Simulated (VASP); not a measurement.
# Sb (Pm-3n) in VASP: notebook

Sb is run at these levels: PBEsol; tasks: single point.

All numbers are computed with VASP 6.6.1; they aren't measurements. Logs are shortened: lines on timing, memory, paths and dates and some standing lists are left out, and cuts for length are marked.

## 1. The cell of the first run

Symmetry: Pm-3n, No. 223, cubic system. The conventional cell has a = 5.987 Å, b = 5.987 Å, c = 5.987 Å, α = 90.00°, β = 90.00°, γ = 90.00°. Sb (site symmetry m-3) has 12 Sb at 3.35 Å within 4.4 Å. Sb (site symmetry -4m2) has 14 Sb at 2.99 to 3.67 Å within 3.9 Å.

## 2. Single point, PBEsol

Input file INCAR:

```
SYSTEM = Sb
PREC = Accurate
ENCUT = 520
EDIFF = 1E-6
ISMEAR = 0
SIGMA = 0.1
LREAL = .False.
LASPH = .True.
NELM = 100
ALGO = Normal
ISIF = 2
LWAVE = .False.
LCHARG = .False.
GGA = PS
NBANDS = 30
```

Input file KPOINTS:

```
Automatic mesh
0
Gamma
  4 4 4
  0 0 0
```

Input file POSCAR:

```
Sb
1.0
    5.9871768820      0.0000000000      0.0000000000
    0.0000000000      5.9871768820      0.0000000000
    0.0000000000      0.0000000000      5.9871768820
Sb
8
Direct
    0.5000000000      0.5000000000      0.5000000000
    0.0000000000      0.0000000000      0.0000000000
    0.2500000000      0.0000000000      0.5000000000
    0.5000000000      0.2500000000      0.0000000000
    0.5000000000      0.7500000000      0.0000000000
    0.7500000000      0.0000000000      0.5000000000
    0.0000000000      0.5000000000      0.7500000000
    0.0000000000      0.5000000000      0.2500000000
```

Potentials or basis: VASP PAW PBE potentials, release 64 (Sb).

Run with:

```bash
$ cat potpaw_PBE.64/Sb/POTCAR > POTCAR
$ mpirun -np 1 vasp_std > vasp.out
```

OUTCAR:

```text
SYSTEM = Sb
   PREC = Accurate
   ENCUT = 520
   EDIFF = 1E-6
   ISMEAR = 0
   LREAL = .False.
   LASPH = .True.
   NELM = 100
   ISIF = 2
   GGA = PS

 ion  position               nearest neighbor table
   1  0.500  0.500  0.500-   3 3.35   4 3.35   5 3.35   6 3.35   7 3.35   8 3.35   4 3.35   5 3.35
                             3 3.35   6 3.35   7 3.35   8 3.35
   2  0.000  0.000  0.000-   3 3.35   4 3.35   5 3.35   6 3.35   7 3.35   8 3.35   3 3.35   6 3.35
                             7 3.35   8 3.35   4 3.35   5 3.35
   3  0.250  0.000  0.500-   6 2.99   6 2.99   1 3.35   2 3.35   1 3.35   2 3.35   8 3.67   7 3.67
                             8 3.67   7 3.67   4 3.67   5 3.67   4 3.67   5 3.67
   4  0.500  0.250  0.000-   5 2.99   5 2.99   1 3.35   1 3.35   2 3.35   2 3.35   8 3.67   7 3.67
                             7 3.67   8 3.67   6 3.67   3 3.67   3 3.67   6 3.67
   5  0.500  0.750  0.000-   4 2.99   4 2.99   1 3.35   1 3.35   2 3.35   2 3.35   8 3.67   7 3.67
                             7 3.67   8 3.67   6 3.67   3 3.67   3 3.67   6 3.67
   6  0.750  0.000  0.500-   3 2.99   3 2.99   1 3.35   2 3.35   1 3.35   2 3.35   8 3.67   7 3.67
                             8 3.67   7 3.67   5 3.67   4 3.67   4 3.67   5 3.67
   7  0.000  0.500  0.750-   8 2.99   8 2.99   1 3.35   2 3.35   2 3.35   1 3.35   3 3.67   4 3.67
                             5 3.67   3 3.67   6 3.67   6 3.67   4 3.67   5 3.67
   8  0.000  0.500  0.250-   7 2.99   7 2.99   1 3.35   2 3.35   2 3.35   1 3.35   3 3.67   4 3.67
                             5 3.67   3 3.67   6 3.67   6 3.67   4 3.67   5 3.67

  LATTYP: Found a simple cubic cell.
 ALAT       =     5.9871768820

  Lattice vectors:

 A1 = (   5.9871768820,   0.0000000000,   0.0000000000)
 A2 = (   0.0000000000,   5.9871768820,   0.0000000000)
 A3 = (   0.0000000000,   0.0000000000,   5.9871768820)

Analysis of symmetry for initial positions (statically):
=====================================================================
 Subroutine PRICEL returns:
 Original cell was already a primitive cell.

 Routine SETGRP: Setting up the symmetry group for a
 simple cubic supercell.

 Subroutine GETGRP returns: Found 48 space group operations
 (whereof 24 operations were pure point group operations)
 out of a pool of 48 trial point group operations.

The static configuration has the point symmetry T_h .
 The point group associated with its full space group is O_h .

Analysis of symmetry for dynamics (positions and initial velocities):
=====================================================================
 Subroutine PRICEL returns:
 Original cell was already a primitive cell.

 Routine SETGRP: Setting up the symmetry group for a
 simple cubic supercell.

[... 111 lines left out ...]
   TEBEG  =    0.0;   TEEND  =   0.0 temperature during run
   PSTRESS=    0.0 pullay stress
   NELECT =      40.0000    total number of electrons
   NUPDOWN=      -1.0000    fix difference up-down
   EMIN   =  10.00;   EMAX   =-10.00  energy-range for DOS
   EFERMI =   0.00;   METHOD = LEGACY
   ISMEAR =     0;   SIGMA  =   0.10  broadening in eV -4-tet -1-fermi 0-gaus
   EFERMI_NEDOS =   21; number of points for ismear=-14 and -15
   IALGO  =     38    algorithm
   IMIX   =      4    mixing-type and parameters
     AMIX     =   0.40;   BMIX     =  1.00
     AMIX_MAG =   1.60;   BMIX_MAG =  1.00
  volume/ion in A,a.u.               =      26.83       181.04
  Fermi-wavevector in a.u.,A,eV,Ry     =   0.935132  1.767143 11.897902  0.874471
  Thomas-Fermi vector in A             =   2.062008
   LORBIT       =      0    0 simple, 1 ext, 2 COOP (PROOUT), +10 PAW based schemes
   GGA     = PS    functional components
   LHFCALC =     F    Hartree Fock is set to
   AEXX    =    0.0000 exact exchange contribution
   IVDW    =     0    specifies the selected vdW correction
   LEPSILON=     F    determine dielectric tensor
   LRPA    =     F    only Hartree local field effects (RPA)
 non-spin polarized calculation
 Gauss-broadening in eV      SIGMA  =   0.10
  energy-cutoff  :      520.00
  volume of cell :      214.62
 maximum number of plane-waves:      5832
 NGX is ok and might be reduce to    48
   NGX = 23   NGY = 23   NGZ = 23

 number of electron      40.0000007 magnetization

 Free energy of the ion-electron system (eV)
  ---------------------------------------------------
  ext. energy  EPLUGINS =         0.00000000
  ---------------------------------------------------
  free energy    TOTEN  =       -33.73332424 eV

  energy without entropy =      -33.68928408  energy(sigma->0) =      -33.71130416

 E-fermi :   8.4514     XC(G=0): -10.3424

 val. band max:        8.3533714488   @ k =   0.2500   0.2500   0.0000
 cond. band min:       8.4683536985   @ k =   0.2500   0.0000   0.0000
 fundamental gap:      0.1149822498
 Fermi energy:         8.4514366879

 k-point     1 :       0.0000    0.0000    0.0000
  band No.  band energies     occupation
      1      -4.5955      2.00000
      2      -1.5237      2.00000
      3      -1.5237      2.00000
      4      -1.2356      2.00000
      5       0.3078      2.00000
      6       0.3078      2.00000
[... 319 lines left out ...]
     29       9.0931      0.00000
     30       9.0931      0.00000

------------------------ aborting loop because EDIFF is reached ----------------------------------------

  FORCE on cell =-STRESS in cart. coord.  units (eV):
  Direction    XX          YY          ZZ          XY          YZ          ZX
  --------------------------------------------------------------------------------------
  -------------------------------------------------------------------------------------
  Total       -0.4646646     -0.4646646     -0.4646646     -0.0000000      0.0000000      0.0000000
  in kB       -3.4688370     -3.4688370     -3.4688370     -0.0000000      0.0000000      0.0000000
  external PRESSURE =      -3.4688370 kB  Pullay stress =       0.0000000 kB

 VOLUME and BASIS-vectors are now :
 -----------------------------------------------------------------------------
  energy-cutoff  :      520.00
  volume of cell :      214.62
      direct lattice vectors                 reciprocal lattice vectors
     5.987176882  0.000000000  0.000000000     0.167023627  0.000000000  0.000000000
     0.000000000  5.987176882  0.000000000     0.000000000  0.167023627  0.000000000
     0.000000000  0.000000000  5.987176882     0.000000000  0.000000000  0.167023627

 POSITION                                       TOTAL-FORCE (eV/Angst)
 -----------------------------------------------------------------------------------
      2.99359      2.99359      2.99359         0.000000      0.000000     -0.000000
      0.00000      0.00000      0.00000         0.000000      0.000000     -0.000000
      1.49679      0.00000      2.99359        -0.000000      0.000000     -0.000000
      2.99359      1.49679      0.00000         0.000000      0.000000      0.000000
      2.99359      4.49038      0.00000        -0.000000     -0.000000     -0.000000
      4.49038      0.00000      2.99359         0.000000     -0.000000      0.000000
      0.00000      2.99359      4.49038         0.000000     -0.000000     -0.000000
      0.00000      2.99359      1.49679         0.000000      0.000000      0.000000
 -----------------------------------------------------------------------------------
    total drift:                               -0.000000     -0.000000      0.000000

  FREE ENERGIE OF THE ION-ELECTRON SYSTEM (eV)
  ---------------------------------------------------
  free  energy   TOTEN  =       -33.7333242353 eV

  energy  without entropy=      -33.6892840829  energy(sigma->0) =      -33.71130416
```

stdout:

```text
POSCAR found type information on POSCAR Sb
 POSCAR found :  1 types and       8 ions
 scaLAPACK will be used
 -----------------------------------------------------------------------------
|                                                                             |
|                                                                             |
|     You enforced a specific xc type in the INCAR file but a different       |
|     I HOPE YOU KNOW WHAT YOU ARE DOING!                                     |
|                                                                             |
 -----------------------------------------------------------------------------

 LDA part: xc-table for (Slater+PW92), standard interpolation
 POSCAR, INCAR and KPOINTS ok, starting setup
 FFT: planning ... GRIDC
 FFT: planning ... GRID_SOFT
 FFT: planning ... GRID
 WAVECAR not read
 entering main loop
```

Wall time 87 s (1 thread of AMD EPYC 7R43 (Zen 3), shared host); peak memory 0.28 GiB.

Results:

| Item | Value |
| --- | --- |
| Free energy | -33.7333 eV |
| Pressure | -0.3 GPa |
| Band gap on the k mesh | zero (bands 20 and 21 overlap by 0.20 eV) |

Levels at points of the mesh, in eV from the Fermi level:
```tsv
k point	band 17	band 18	band 19	band 20	band 21	band 22	band 23	band 24
(0.00, 0.00, 0.00)	-2.23	-1.74	-1.74	-1.74	0.78	0.78	0.78	1.21
(0.50, 0.00, 0.00)	-1.37	-1.37	-0.81	-0.81	0.32	0.32	1.19	1.19
(0.50, 0.50, 0.00)	-1.31	-1.31	-0.60	-0.32	0.48	0.58	1.29	1.29
(0.50, 0.50, 0.50)	0.04	0.04	0.04	0.04	0.04	0.04	0.08	0.08
```

Caveat: the PAW data sets were made with another functional, which shifts forces and pressure a little; spin-orbit coupling is left out, which moves the levels of the heavy elements.

## 3. Single point, PBEsol

This run uses another cell than the first one, of 30.31 Å³/atom.

Input file INCAR:

```
PREC = Accurate
ENCUT = 520
EDIFF = 1E-7
ISMEAR = 0
SIGMA = 0.1
LREAL = F
LASPH = T
NELM = 60
ALGO = Normal
ISIF = 2
LWAVE = F
LCHARG = F
GGA = PS
NBANDS = 30
```

Input file KPOINTS:

```
Automatic mesh
0
Gamma
  4 4 4
```

POSCAR, as its differences from that of step 2:

```diff
@@ -2,5 +2,5 @@
 1.0
-    5.9871768820      0.0000000000      0.0000000000
-    0.0000000000      5.9871768820      0.0000000000
-    0.0000000000      0.0000000000      5.9871768820
+    6.2356387728      0.0000000000      0.0000000000
+    0.0000000000      6.2356387728      0.0000000000
+    0.0000000000      0.0000000000      6.2356387728
 Sb
```

Potentials or basis: VASP PAW PBE potentials, release 64 (Sb).

Run with:

```bash
$ cat potpaw_PBE.64/Sb/POTCAR > POTCAR
$ mpirun -np 1 vasp_std > vasp.out
```

OUTCAR:

```text
PREC = Accurate
   ENCUT = 520
   EDIFF = 1E-7
   ISMEAR = 0
   LREAL = F
   LASPH = T
   NELM = 60
   ISIF = 2
   GGA = PS

 ion  position               nearest neighbor table
   1  0.500  0.500  0.500-   3 3.49   4 3.49   5 3.49   6 3.49   7 3.49   8 3.49   4 3.49   5 3.49
                             3 3.49   6 3.49   7 3.49   8 3.49
   2  0.000  0.000  0.000-   3 3.49   4 3.49   5 3.49   6 3.49   7 3.49   8 3.49   3 3.49   6 3.49
                             7 3.49   8 3.49   4 3.49   5 3.49
   3  0.250  0.000  0.500-   6 3.12   6 3.12   1 3.49   2 3.49   1 3.49   2 3.49
   4  0.500  0.250  0.000-   5 3.12   5 3.12   1 3.49   1 3.49   2 3.49   2 3.49
   5  0.500  0.750  0.000-   4 3.12   4 3.12   1 3.49   1 3.49   2 3.49   2 3.49
   6  0.750  0.000  0.500-   3 3.12   3 3.12   1 3.49   2 3.49   1 3.49   2 3.49
   7  0.000  0.500  0.750-   8 3.12   8 3.12   1 3.49   2 3.49   2 3.49   1 3.49
   8  0.000  0.500  0.250-   7 3.12   7 3.12   1 3.49   2 3.49   2 3.49   1 3.49

  LATTYP: Found a simple cubic cell.
 ALAT       =     6.2356387728

  Lattice vectors:

 A1 = (   6.2356387728,   0.0000000000,   0.0000000000)
 A2 = (   0.0000000000,   6.2356387728,   0.0000000000)
[... 182 lines left out ...]

 k-point     1 :       0.0000    0.0000    0.0000
  band No.  band energies     occupation
      1      -5.2080      2.00000
      2      -2.6622      2.00000
      3      -2.6622      2.00000
      4      -2.3704      2.00000
      5      -0.9997      2.00000
      6      -0.9997      2.00000
[... 319 lines left out ...]
     29       7.5953      0.00000
     30       7.5953      0.00000

------------------------ aborting loop because EDIFF is reached ----------------------------------------

  FORCE on cell =-STRESS in cart. coord.  units (eV):
  Direction    XX          YY          ZZ          XY          YZ          ZX
  --------------------------------------------------------------------------------------
  -------------------------------------------------------------------------------------
  Total       -9.3396251     -9.3396251     -9.3396251     -0.0000000      0.0000000      0.0000000
  in kB      -61.7159164    -61.7159164    -61.7159164     -0.0000000      0.0000000      0.0000000
  external PRESSURE =     -61.7159164 kB  Pullay stress =       0.0000000 kB

 VOLUME and BASIS-vectors are now :
 -----------------------------------------------------------------------------
  energy-cutoff  :      520.00
  volume of cell :      242.46
      direct lattice vectors                 reciprocal lattice vectors
     6.235638773  0.000000000  0.000000000     0.160368494  0.000000000  0.000000000
     0.000000000  6.235638773  0.000000000     0.000000000  0.160368494  0.000000000
     0.000000000  0.000000000  6.235638773     0.000000000  0.000000000  0.160368494

 POSITION                                       TOTAL-FORCE (eV/Angst)
 -----------------------------------------------------------------------------------
      3.11782      3.11782      3.11782        -0.000000     -0.000000      0.000000
      0.00000      0.00000      0.00000        -0.000000     -0.000000      0.000000
      1.55891      0.00000      3.11782        -0.000000     -0.000000     -0.000000
      3.11782      1.55891      0.00000         0.000000      0.000000      0.000000
      3.11782      4.67673      0.00000        -0.000000     -0.000000     -0.000000
      4.67673      0.00000      3.11782         0.000000     -0.000000      0.000000
      0.00000      3.11782      4.67673         0.000000      0.000000     -0.000000
      0.00000      3.11782      1.55891         0.000000      0.000000      0.000000
 -----------------------------------------------------------------------------------
    total drift:                               -0.000000     -0.000000      0.000000

  FREE ENERGIE OF THE ION-ELECTRON SYSTEM (eV)
  ---------------------------------------------------
  free  energy   TOTEN  =       -33.1044900885 eV

  energy  without entropy=      -33.0505032086  energy(sigma->0) =      -33.07749665
```

OSZICAR:

```text
N       E                     dE             d eps       ncg     rms          rms(c)
DAV:   1     0.179624127716E+03    0.17962E+03   -0.13165E+04   600   0.105E+03
DAV:   2    -0.178953950976E+02   -0.19752E+03   -0.19249E+03   734   0.169E+02
DAV:   3    -0.328205056144E+02   -0.14925E+02   -0.14226E+02   714   0.486E+01
DAV:   4    -0.331942690006E+02   -0.37376E+00   -0.36848E+00   722   0.736E+00
DAV:   5    -0.331994882098E+02   -0.52192E-02   -0.52174E-02   726   0.110E+00    0.394E+00
DAV:   6    -0.331334348004E+02    0.66053E-01   -0.48634E-02   708   0.800E-01    0.217E+00
DAV:   7    -0.331043860863E+02    0.29049E-01   -0.59970E-02   624   0.899E-01    0.143E-01
DAV:   8    -0.331044851024E+02   -0.99016E-04   -0.26013E-03   772   0.195E-01    0.101E-01
DAV:   9    -0.331044887935E+02   -0.36911E-05   -0.14803E-04   612   0.569E-02    0.273E-02
DAV:  10    -0.331044909492E+02   -0.21557E-05   -0.11148E-05   748   0.140E-02    0.508E-03
DAV:  11    -0.331044900830E+02    0.86620E-06   -0.16629E-06   662   0.506E-03    0.164E-03
DAV:  12    -0.331044900885E+02   -0.54672E-08   -0.69895E-08   390   0.119E-03
   1 F= -.33104490E+02 E0= -.33077497E+02  d E =-.539869E-01
```

stdout:

```text
POSCAR found type information on POSCAR Sb
 POSCAR found :  1 types and       8 ions
 scaLAPACK will be used
 -----------------------------------------------------------------------------
|                                                                             |
|                                                                             |
|     You enforced a specific xc type in the INCAR file but a different       |
|     I HOPE YOU KNOW WHAT YOU ARE DOING!                                     |
|                                                                             |
 -----------------------------------------------------------------------------

 LDA part: xc-table for (Slater+PW92), standard interpolation
 POSCAR, INCAR and KPOINTS ok, starting setup
 FFT: planning ... GRIDC
 FFT: planning ... GRID_SOFT
 FFT: planning ... GRID
 WAVECAR not read
 entering main loop
```

It took 95 s on 1 thread of AMD EPYC 7R43 (Zen 3), shared host; peak memory 0.29 GiB.

Results:

```
Free energy            : -33.1045 eV
Pressure               : -6.2 GPa
Band gap on the k mesh : zero (bands 20 and 21 overlap by 0.14 eV)
```

Levels at points of the mesh, in eV from the Fermi level:
```
           k point  band 17  band 18  band 19  band 20  band 21  band 22  band 23  band 24
(0.00, 0.00, 0.00)    -2.18    -1.44    -1.44    -1.44     0.70     0.70     0.70     1.10
(0.50, 0.00, 0.00)    -1.14    -1.14    -0.63    -0.63     0.15     0.15     0.88     0.88
(0.50, 0.50, 0.00)    -1.19    -1.19    -0.52    -0.21     0.07     0.46     0.99     0.99
(0.50, 0.50, 0.50)     0.06     0.06     0.06     0.06     0.06     0.06     0.11     0.11
```

Caveat: the cell stands under tension; the PAW data sets were made with another functional, which shifts forces and pressure a little; spin-orbit coupling is left out, which moves the levels of the heavy elements.

## 4. Single point, PBEsol

This run uses another cell than the first one, of 26.59 Å³/atom.

Input file INCAR:

```
SYSTEM = Sb
PREC = Accurate
ENCUT = 520
EDIFF = 1E-6
ISMEAR = 0
SIGMA = 0.1
LREAL = .False.
LASPH = .True.
NELM = 60
ALGO = Normal
ISIF = 2
LWAVE = .False.
LCHARG = .False.
GGA = PS
NBANDS = 30
```

Input file KPOINTS:

```
Automatic mesh
0
Gamma
  6 6 6
  0 0 0
```

POSCAR, as its differences from that of step 3:

```diff
@@ -2,5 +2,5 @@
 1.0
-    6.2356387728      0.0000000000      0.0000000000
-    0.0000000000      6.2356387728      0.0000000000
-    0.0000000000      0.0000000000      6.2356387728
+    5.9693416433      0.0000000000      0.0000000000
+    0.0000000000      5.9693416433      0.0000000000
+    0.0000000000      0.0000000000      5.9693416433
 Sb
```

Run with:

```bash
$ cat potpaw_PBE.64/Sb/POTCAR > POTCAR
$ mpirun -np 1 vasp_std > vasp.out
```

It took 2.7 min on 1 thread of AMD EPYC 7R43 (Zen 3), shared host; peak memory 0.31 GiB.

Results (log left out):

| Quantity | Value |
| --- | --- |
| Free energy | -33.8323 eV |
| Pressure | 0.0 GPa |
| Band gap on the k mesh | zero (bands 20 and 21 overlap by 0.59 eV) |

Levels at points of the mesh, in eV from the Fermi level:
```
           k point  band 18  band 19  band 20  band 21  band 22  band 23
(0.00, 0.00, 0.00)    -1.77    -1.77    -1.77     0.78     0.78     0.78
(0.50, 0.00, 0.00)    -1.40    -0.83    -0.83     0.31     0.31     1.20
(0.50, 0.50, 0.00)    -1.33    -0.63    -0.34     0.51     0.58     1.30
(0.50, 0.50, 0.50)     0.02     0.02     0.02     0.02     0.02     0.07
```

Caveat: the PAW data sets were made with another functional, which shifts forces and pressure a little; spin-orbit coupling is left out, which moves the levels of the heavy elements.

## 5. Overview

| cell | k mesh | gap on the mesh (eV) | pressure (GPa) |
| --- | --- | --- | --- |
| a = 5.987 Å, 8 atoms | 4 × 4 × 4 | none | -0.3 |
| a = 6.236 Å, 8 atoms | 4 × 4 × 4 | none | -6.2 |
| a = 5.969 Å, 8 atoms | 6 × 6 × 6 | none | 0.0 |

Alike in all rows: task single point; level PBEsol; potentials or basis VASP PAW PBE potentials, release 64 (Sb); no spin polarisation; cutoff (eV) 520; smearing gaussian 0.1 eV.

Caveats: the PAW data sets were made with another functional, which shifts forces and pressure a little; spin-orbit coupling is left out, which moves the levels of the heavy elements; the cell stands under tension (at least some runs).

Absolute energies hang on the potentials; compare differences alone.

The gap in the log of VASP goes by the Fermi energy; the results here count the filled bands.